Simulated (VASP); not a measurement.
Write the native input for VASP 6.6.1 that does the following.

```
Task                   : single point
Functional             : r2SCAN
Potentials or basis    : VASP PAW PBE potentials, release 64 (W_sv, S)
Cutoff                 : 520 eV
k mesh                 : 12 × 12 × 12
Occupations            : gaussian, width 0.05 eV
Spin                   : no spin polarisation
Dipole correction      : no
Further INCAR settings : ALGO = Normal; EDIFF = 1e-07; NBANDS = 20
```

WS2:

```xyz
3
Lattice="1.5001 0.8661 5.8552 -1.5001 0.8661 5.8552 0.0000 -1.7321 5.8552" Properties=species:S:1:pos:R:3 pbc="T T T"
W     0.0000    0.0000    0.0000
S     0.0000    0.0000   13.1794
S     0.0000    0.0000   10.2055
```

This cell differs from its parent crystal: strain -0.050 along x and y, -0.050 along z.

One way to write it, as run:

POSCAR

```
WS2
1.0
    1.5000503651      0.8660544821      5.8551635000
   -1.5000503651      0.8660544821      5.8551635000
    0.0000000000     -1.7321089641      5.8551635000
W S
1 2
Direct
    0.0000000000      0.0000000000      0.0000000000
    0.7503000000      0.7503000000      0.7503000000
    0.5810000000      0.5810000000      0.5810000000
```

INCAR.step1

```
PREC = Accurate ; ENCUT = 520
ISMEAR = 0 ; SIGMA = 0.05
LREAL = False ; LASPH = True
NELM = 80 ; NBANDS = 20
GGA = PE ; ALGO = Normal
EDIFF = 1E-4 ; LWAVE = True
LCHARG = False
```

INCAR.step2

```
PREC = Accurate ; ENCUT = 520
EDIFF = 1E-7 ; ISMEAR = 0
SIGMA = 0.05 ; LREAL = False
LASPH = True ; NELM = 80
ALGO = Normal ; ISIF = 2
LWAVE = False ; LCHARG = False
METAGGA = R2SCAN ; LMIXTAU = True
NBANDS = 20 ; ISTART = 1
```

KPOINTS

```
Automatic mesh
0
Gamma
  12 12 12
```

Potentials or basis: VASP PAW PBE potentials, release 64 (W_sv, S).

Command:

```console
$ cat potpaw_PBE.64/W_sv/POTCAR potpaw_PBE.64/S/POTCAR > POTCAR
$ cp INCAR.step1 INCAR
$ mpirun -np 1 vasp_std > vasp.out
$ cp INCAR.step2 INCAR
$ mpirun -np 1 vasp_std > vasp.out
```

Results of the run:

The pressure is 40.9 GPa. The largest force is 3.834 eV/Å and the band gap on the k mesh is 0.97 eV (least direct gap 2.45 eV).

Caveat: the cell differs from its parent crystal (strain -0.050 along x and y, -0.050 along z); the cell stands under pressure; the PAW data sets were made with another functional, which shifts forces and pressure a little; spin-orbit coupling is left out, which moves the levels of the heavy elements.

It took 41 min on 1 thread of Intel Xeon 8259CL, with other jobs on the host, peak memory 0.46 GiB.
